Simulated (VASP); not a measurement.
# CuO (Cccm) in VASP: notebook

The runs below take CuO through single point, with r2SCAN.

Everything below comes from runs of VASP 6.6.1. Logs are shortened: lines on timing, memory, paths and dates and some standing lists are left out, and cuts for length are marked.

### Step 1. The cell of the first run

It takes space group Cccm (No. 66, orthorhombic). The conventional cell has a = 3.982 Å, b = 4.307 Å, c = 5.156 Å, α = 90.00°, β = 90.00°, γ = 90.00°. Cu (site symmetry 2/m) has 4 O at 1.95 Å within 2.6 Å. Within 2.6 Å of O (site symmetry 222) lie 4 Cu at 1.95 Å and 2 O at 2.58 Å.

### Step 2. Single point, r2SCAN, collinear spin, ferromagnetic start

Contents of POSCAR:

```
CuO
1.0
    1.9909680000     -2.1535500000      0.0000000000
    1.9909680000      2.1535500000      0.0000000000
    0.0000000000      0.0000000000      5.1559280000
Cu O
2 2
Direct
    0.0000000000      0.5000000000      0.0000000000
    0.5000000000      0.0000000000      0.5000000000
    0.5000000000      0.5000000000      0.2500000000
    0.5000000000      0.5000000000      0.7500000000
```

Contents of INCAR.step1:

```
SYSTEM = CuO
PREC = Accurate
ENCUT = 900
ISMEAR = 0
SIGMA = 0.1
LREAL = .FALSE.
LASPH = .TRUE.
NELM = 200
ISPIN = 2
MAGMOM = 0.69 0.69 0.36 0.36
LMAXMIX = 4
NBANDS = 37
GGA = PE
ALGO = Normal
EDIFF = 1E-5
LWAVE = .TRUE.
LCHARG = .FALSE.
GGA_COMPAT = .FALSE.
```

Contents of INCAR.step2:

```
SYSTEM = CuO
PREC = Accurate
ENCUT = 900
EDIFF = 1E-6
ISMEAR = 0
SIGMA = 0.1
LREAL = .FALSE.
LASPH = .TRUE.
NELM = 200
ALGO = Normal
ISIF = 2
LWAVE = .FALSE.
LCHARG = .FALSE.
ISPIN = 2
MAGMOM = 0.69 0.69 0.36 0.36
LORBIT = 11
LMAXMIX = 4
METAGGA = R2SCAN
LMIXTAU = .TRUE.
NBANDS = 37
ISTART = 1
GGA_COMPAT = .FALSE.
```

Contents of KPOINTS:

```
regular mesh
0
G
  4 4 4
  0 0 0
```

Potentials or basis: VASP PAW PBE potentials, release 64 (Cu_sv_GW, O).

Run with:

```console
$ cat potpaw_PBE.64/Cu_sv_GW/POTCAR potpaw_PBE.64/O/POTCAR > POTCAR
$ cp INCAR.step1 INCAR
$ mpirun -np 1 vasp_std > vasp.out
$ cp INCAR.step2 INCAR
$ mpirun -np 1 vasp_std > vasp.out
```

OUTCAR:

```text
SYSTEM = CuO
   PREC = Accurate
   ENCUT = 900
   EDIFF = 1E-6
   ISMEAR = 0
   LREAL = .FALSE.
   LASPH = .TRUE.
   NELM = 200
   ISIF = 2
   ISPIN = 2
   LORBIT = 11
   METAGGA = R2SCAN
   ISTART = 1

 ion  position               nearest neighbor table
   1  0.000  0.500  0.000-   3 1.95   4 1.95   3 1.95   4 1.95
   2  0.500  0.000  0.500-   3 1.95   4 1.95   3 1.95   4 1.95
   3  0.500  0.500  0.250-   1 1.95   2 1.95   2 1.95   1 1.95
   4  0.500  0.500  0.750-   1 1.95   2 1.95   2 1.95   1 1.95

  LATTYP: Found a base centered orthorhombic cell.
 ALAT       =     3.9819360000
 B/A-ratio  =     1.0816597755
 C/A-ratio  =     1.2948294498

  Lattice vectors:

 A1 = (   1.9909680000,  -2.1535500000,   0.0000000000)
 A2 = (   1.9909680000,   2.1535500000,   0.0000000000)
 A3 = (   0.0000000000,   0.0000000000,   5.1559280000)

Analysis of symmetry for initial positions (statically):
=====================================================================
 Subroutine PRICEL returns:
 Original cell was already a primitive cell.

 Routine SETGRP: Setting up the symmetry group for a
 base centered orthorhombic supercell.

 Subroutine GETGRP returns: Found  8 space group operations
 (whereof  4 operations were pure point group operations)
 out of a pool of  8 trial point group operations.

The static configuration has the point symmetry C_2h.
 The point group associated with its full space group is D_2h.

Analysis of symmetry for dynamics (positions and initial velocities):
=====================================================================
 Subroutine PRICEL returns:
 Original cell was already a primitive cell.

 Routine SETGRP: Setting up the symmetry group for a
 base centered orthorhombic supercell.

 Subroutine GETGRP returns: Found  8 space group operations
 (whereof  4 operations were pure point group operations)
 out of a pool of  8 trial point group operations.

The dynamic configuration has the point symmetry C_2h.
 The point group associated with its full space group is D_2h.

Analysis of structural, dynamic, and magnetic symmetry:
=====================================================================
[... 134 lines left out ...]
  Thomas-Fermi vector in A             =   2.784798
   LORBIT       =     11    0 simple, 1 ext, 2 COOP (PROOUT), +10 PAW based schemes
   METAGGA = R2SCAN    functional components
   LHFCALC =     F    Hartree Fock is set to
   AEXX    =    0.0000 exact exchange contribution
   IVDW    =     0    specifies the selected vdW correction
   LEPSILON=     F    determine dielectric tensor
   LRPA    =     F    only Hartree local field effects (RPA)
 spin polarized calculation
 Gauss-broadening in eV      SIGMA  =   0.10
  energy-cutoff  :      900.00
  volume of cell :       44.21
 maximum number of plane-waves:      2732
 NGX is ok and might be reduce to    30
   NGX = 15   NGY = 15   NGZ = 25

 number of electron      50.0000017 magnetization       0.0002248

 Free energy of the ion-electron system (eV)
  ---------------------------------------------------
  ext. energy  EPLUGINS =         0.00000000
  ---------------------------------------------------
  free energy    TOTEN  =       -36.77347656 eV

  energy without entropy =      -36.76505130  energy(sigma->0) =      -36.76926393

 E-fermi :   4.8153     XC(G=0): -12.3949

 val. band max:        4.7517557503   @ k =   0.5000   0.0000   0.2500
 cond. band min:       4.8767391628   @ k =  -0.2500   0.2500   0.2500
 fundamental gap:      0.1249834125
 Fermi energy:         4.8153172970

 spin component 1

 k-point     1 :       0.0000    0.0000    0.0000
  band No.  band energies     occupation
      1    -111.8850      1.00000
      2    -111.8847      1.00000
      3     -67.8264      1.00000
      4     -67.8262      1.00000
      5     -67.8068      1.00000
      6     -67.8011      1.00000
[... 829 lines left out ...]
     36      21.6208      0.00000
     37      22.5987      0.00000
 Fermi energy:         4.8153172970

 spin component 2

 k-point     1 :       0.0000    0.0000    0.0000
  band No.  band energies     occupation
      1    -111.8849      1.00000
      2    -111.8846      1.00000
      3     -67.8262      1.00000
      4     -67.8260      1.00000
      5     -67.8066      1.00000
      6     -67.8009      1.00000
[... 829 lines left out ...]
     36      21.6207      0.00000
     37      22.5987      0.00000

------------------------ aborting loop because EDIFF is reached ----------------------------------------

  FORCE on cell =-STRESS in cart. coord.  units (eV):
  Direction    XX          YY          ZZ          XY          YZ          ZX
  --------------------------------------------------------------------------------------
  -------------------------------------------------------------------------------------
  Total       -1.1744020     -1.5469314     -1.5674373      0.0000000      0.0000000      0.0000000
  in kB      -42.5570291    -56.0564460    -56.7995230      0.0000000      0.0000000      0.0000000
  external PRESSURE =     -51.8043327 kB  Pullay stress =       0.0000000 kB

 VOLUME and BASIS-vectors are now :
 -----------------------------------------------------------------------------
  energy-cutoff  :      900.00
  volume of cell :       44.21
      direct lattice vectors                 reciprocal lattice vectors
     1.990968000 -2.153550000  0.000000000     0.251134122 -0.232174781  0.000000000
     1.990968000  2.153550000  0.000000000     0.251134122  0.232174781  0.000000000
     0.000000000  0.000000000  5.155928000     0.000000000  0.000000000  0.193951506

 POSITION                                       TOTAL-FORCE (eV/Angst)
 -----------------------------------------------------------------------------------
      0.99548      1.07678      0.00000         0.000000      0.000000      0.000000
      0.99548     -1.07678      2.57796        -0.000000      0.000000      0.000000
      1.99097      0.00000      1.28898         0.000000      0.000000      0.000000
      1.99097      0.00000      3.86695         0.000000     -0.000000     -0.000000
 -----------------------------------------------------------------------------------
    total drift:                                0.000000     -0.000000      0.000000

  FREE ENERGIE OF THE ION-ELECTRON SYSTEM (eV)
  ---------------------------------------------------
  free  energy   TOTEN  =       -36.7734765624 eV

  energy  without entropy=      -36.7650513036  energy(sigma->0) =      -36.76926393

 total charge

# of ion       s       p       d       f       tot
--------------------------------------------------
    1        2.235   6.359   8.862   0.014  17.470
    2        2.235   6.359   8.862   0.014  17.470
    3        1.577   3.406   0.000   0.000   4.983
    4        1.577   3.406   0.000   0.000   4.983
--------------------------------------------------
tot          7.624  19.529  17.724   0.028  44.905

 magnetization (x)

# of ion       s       p       d       f       tot
--------------------------------------------------
    1       -0.000  -0.000   0.000  -0.000   0.000
    2       -0.000  -0.000   0.000  -0.000   0.000
    3        0.000   0.000   0.000   0.000   0.000
    4        0.000   0.000   0.000   0.000   0.000
--------------------------------------------------
tot          0.000   0.000   0.000  -0.000   0.000
```

OUTCAR.step1:

```text
SYSTEM = CuO
   PREC = Accurate
   ENCUT = 900
   ISMEAR = 0
   LREAL = .FALSE.
   LASPH = .TRUE.
   NELM = 200
[... 1929 lines left out ...]
      0.99548     -1.07678      2.57796         0.000000      0.000000      0.000000
      1.99097      0.00000      1.28898        -0.000000     -0.000000     -0.000000
      1.99097      0.00000      3.86695        -0.000000     -0.000000      0.000000
 -----------------------------------------------------------------------------------
    total drift:                                0.000000     -0.000000      0.000000

  FREE ENERGIE OF THE ION-ELECTRON SYSTEM (eV)
  ---------------------------------------------------
  free  energy   TOTEN  =       -19.9604137203 eV

  energy  without entropy=      -19.9515752097  energy(sigma->0) =      -19.95599446
```

Wall time 5.5 min (1 thread of Intel Xeon 6975P-C (Granite Rapids), shared host); peak memory 0.33 GiB.

What came out:

| Item | Value |
| --- | --- |
| Free energy | -36.7735 eV |
| Pressure | -5.2 GPa |
| Band gap on the k mesh | zero (filled and empty bands overlap) |
| Net moment | 0.00 μB per cell |
| Valence electrons inside the program's atomic spheres | Cu 17.47; O 4.98 |

Stress tensor (GPa, compression positive):
```
-4.26  0.00  0.00
 0.00 -5.61  0.00
 0.00  0.00 -5.68
```

Caveat: the k points lie up to 0.54 Å⁻¹ apart, too coarse for converged energies and pressures of a metal; the PAW data sets were made with another functional, which shifts forces and pressure a little; semilocal functionals often make such compounds metallic where correlation or magnetic order opens a gap, which also shifts bond lengths.

### Step 3. Single point, r2SCAN, collinear spin, ferromagnetic start

POSCAR is that of step 2.

Contents of INCAR.step1:

```
ALGO = Normal ; EDIFF = 1E-4
ENCUT = 520 ; GGA = PE
ISMEAR = 0 ; ISPIN = 2
LASPH = True ; LCHARG = False
LMAXMIX = 4 ; LREAL = False
LWAVE = True ; MAGMOM = 0.69 0.69 0.36 0.36
NBANDS = 29 ; NELM = 150
PREC = Accurate ; SIGMA = 0.4
```

Contents of INCAR.step2:

```
ALGO = Normal ; EDIFF = 1E-6
ENCUT = 520 ; ISIF = 2
ISMEAR = 0 ; ISPIN = 2
ISTART = 1 ; LASPH = True
LCHARG = False ; LMAXMIX = 4
LMIXTAU = True ; LORBIT = 11
LREAL = False ; LWAVE = False
MAGMOM = 0.69 0.69 0.36 0.36 ; METAGGA = R2SCAN
NBANDS = 29 ; NELM = 150
PREC = Accurate ; SIGMA = 0.4
```

Contents of KPOINTS:

```
k-points
0
Gamma
  7 7 4
```

Potentials or basis: VASP PAW PBE potentials, release 64 (Cu, O).

Run with:

```console
$ cat potpaw_PBE.64/Cu/POTCAR potpaw_PBE.64/O/POTCAR > POTCAR
$ cp INCAR.step1 INCAR
$ mpirun -np 1 vasp_std > vasp.out
$ cp INCAR.step2 INCAR
$ mpirun -np 1 vasp_std > vasp.out
```

OUTCAR:

```text
EDIFF = 1E-6
   ENCUT = 520
   ISIF = 2
   ISMEAR = 0
   ISPIN = 2
   ISTART = 1
   LASPH = True
   LORBIT = 11
   LREAL = False
   METAGGA = R2SCAN
   NELM = 150
   PREC = Accurate

 ion  position               nearest neighbor table
   1  0.000  0.500  0.000-   3 1.95   4 1.95   3 1.95   4 1.95
   2  0.500  0.000  0.500-   3 1.95   4 1.95   3 1.95   4 1.95
   3  0.500  0.500  0.250-   1 1.95   2 1.95   2 1.95   1 1.95
   4  0.500  0.500  0.750-   1 1.95   2 1.95   2 1.95   1 1.95

  LATTYP: Found a base centered orthorhombic cell.
 ALAT       =     3.9819360000
 B/A-ratio  =     1.0816597755
 C/A-ratio  =     1.2948294498

  Lattice vectors:

 A1 = (   1.9909680000,  -2.1535500000,   0.0000000000)
 A2 = (   1.9909680000,   2.1535500000,   0.0000000000)
[... 988 lines left out ...]
      6       0.8634      1.00000
[... 757 lines left out ...]
     28      23.2205      0.00000
     29      24.0008      0.00000

 [... further k-points ...]

------------------------ aborting loop because EDIFF is reached ----------------------------------------

  FORCE on cell =-STRESS in cart. coord.  units (eV):
  Direction    XX          YY          ZZ          XY          YZ          ZX
  --------------------------------------------------------------------------------------
  -------------------------------------------------------------------------------------
  Total       -0.9188262     -1.2272508     -1.0971605     -0.0000000      0.0000000      0.0000000
  in kB      -33.2956790    -44.4721187    -39.7580117     -0.0000000      0.0000000      0.0000000
  external PRESSURE =     -39.1752698 kB  Pullay stress =       0.0000000 kB

 VOLUME and BASIS-vectors are now :
 -----------------------------------------------------------------------------
  energy-cutoff  :      520.00
  volume of cell :       44.21
      direct lattice vectors                 reciprocal lattice vectors
     1.990968000 -2.153550000  0.000000000     0.251134122 -0.232174781  0.000000000
     1.990968000  2.153550000  0.000000000     0.251134122  0.232174781  0.000000000
     0.000000000  0.000000000  5.155928000     0.000000000  0.000000000  0.193951506

 POSITION                                       TOTAL-FORCE (eV/Angst)
 -----------------------------------------------------------------------------------
      0.99548      1.07678      0.00000        -0.000000      0.000000      0.000000
      0.99548     -1.07678      2.57796         0.000000      0.000000      0.000000
      1.99097      0.00000      1.28898        -0.000000     -0.000000      0.000000
      1.99097      0.00000      3.86695        -0.000000      0.000000      0.000000
 -----------------------------------------------------------------------------------
    total drift:                                0.000000     -0.000000     -0.000000

  FREE ENERGIE OF THE ION-ELECTRON SYSTEM (eV)
  ---------------------------------------------------
  free  energy   TOTEN  =       -36.5456190713 eV

  energy  without entropy=      -36.3666365588  energy(sigma->0) =      -36.45612782

 total charge

# of ion       s       p       d       tot
------------------------------------------
    1        0.390   0.398   9.130   9.917
    2        0.390   0.398   9.130   9.917
    3        1.579   3.407   0.000   4.985
    4        1.579   3.407   0.000   4.985
--------------------------------------------------
tot          3.937   7.610  18.259  29.806

 magnetization (x)

# of ion       s       p       d       tot
------------------------------------------
    1        0.000   0.000  -0.000  -0.000
    2        0.000   0.000  -0.000  -0.000
    3       -0.000  -0.000   0.000  -0.000
    4       -0.000  -0.000   0.000  -0.000
--------------------------------------------------
tot          0.000  -0.000  -0.000  -0.000
```

OUTCAR.step1:

```text
EDIFF = 1E-4
   ENCUT = 520
   GGA = PE
   ISMEAR = 0
[... 1791 lines left out ...]
      0.99548      1.07678      0.00000        -0.000000     -0.000000     -0.000000
      0.99548     -1.07678      2.57796         0.000000     -0.000000     -0.000000
      1.99097      0.00000      1.28898        -0.000000      0.000000     -0.000000
      1.99097      0.00000      3.86695        -0.000000      0.000000      0.000000
 -----------------------------------------------------------------------------------
    total drift:                                0.000000     -0.000000     -0.000000

  FREE ENERGIE OF THE ION-ELECTRON SYSTEM (eV)
  ---------------------------------------------------
  free  energy   TOTEN  =       -19.8108135104 eV

  energy  without entropy=      -19.6277357150  energy(sigma->0) =      -19.71927461
```

OSZICAR.step1:

```text
N       E                     dE             d eps       ncg     rms          rms(c)
DAV:   1     0.304497003822E+03    0.30450E+03   -0.15503E+04  6045   0.179E+03
DAV:   2     0.133443983944E+02   -0.29115E+03   -0.26241E+03  5741   0.368E+02
DAV:   3    -0.249181923687E+02   -0.38263E+02   -0.35801E+02  6401   0.140E+02
DAV:   4    -0.261384343968E+02   -0.12202E+01   -0.12121E+01  6879   0.276E+01
DAV:   5    -0.261605898355E+02   -0.22155E-01   -0.22154E-01  6608   0.348E+00    0.183E+01
DAV:   6    -0.233149927074E+02    0.28456E+01   -0.28712E+01  7855   0.135E+02    0.156E+01
DAV:   7    -0.197544899338E+02    0.35605E+01   -0.88633E+00  6995   0.996E+01    0.262E+00
DAV:   8    -0.198245319081E+02   -0.70042E-01   -0.11200E+00  6065   0.714E+00    0.139E+00
DAV:   9    -0.198089756205E+02    0.15556E-01   -0.36454E-02  7898   0.358E+00    0.332E-01
DAV:  10    -0.198105846197E+02   -0.16090E-02   -0.57339E-03  7562   0.907E-01    0.176E-01
DAV:  11    -0.198108091803E+02   -0.22456E-03   -0.13841E-03  7914   0.391E-01    0.636E-02
DAV:  12    -0.198108135104E+02   -0.43301E-05   -0.63515E-05  3621   0.122E-01
   1 F= -.19810814E+02 E0= -.19719275E+02  d E =-.183078E+00  mag=    -0.0035
```

Run time: 7.2 min. Hardware: 1 thread of Intel Xeon Platinum 8259CL at 2.50GHz (Skylake/Cascade Lake), shared host; peak memory 0.24 GiB.

Results:

* Free energy: -36.5456 eV
* Pressure: -3.9 GPa
* Band gap on the k mesh: zero (filled and empty bands overlap)
* Net moment: 0.00 μB per cell
* Valence electrons inside the program's atomic spheres: Cu 9.92; O 4.99

Levels at points of the mesh, in eV from the Fermi level:
Spin up:
```
           k point  band 14  band 15  band 16  band 17  band 18  band 19  band 20  band 21
(0.00, 0.00, 0.00)    -2.55    -2.52    -2.13     0.57     0.77     1.69     6.57     7.75
(0.00, 0.00, 0.50)    -2.49    -1.73    -1.73     0.12     0.12     3.80     3.80    12.27
```
Spin down:
| k point | band 13 | band 14 | band 15 | band 16 | band 17 | band 18 | band 19 | band 20 | band 21 | band 22 |
| --- | --- | --- | --- | --- | --- | --- | --- | --- | --- | --- |
| (0.00, 0.00, 0.00) | -2.59 | -2.55 | -2.52 | -2.13 | 0.57 | 0.77 | 1.69 | 6.57 | 7.75 | 13.88 |
| (0.00, 0.00, 0.50) | -2.49 | -2.49 | -1.73 | -1.73 | 0.12 | 0.12 | 3.80 | 3.80 | 12.27 | 12.27 |

Caveat: the cell stands under tension; so wide a smearing shifts energies and pressures; the PAW data sets were made with another functional, which shifts forces and pressure a little; semilocal functionals often make such compounds metallic where correlation or magnetic order opens a gap, which also shifts bond lengths. With open d or f shells a metallic result of r2SCAN can be an artefact of self-interaction; +U or a hybrid may open a gap.

The gap in the log of VASP goes by the Fermi energy; the results here count the filled bands.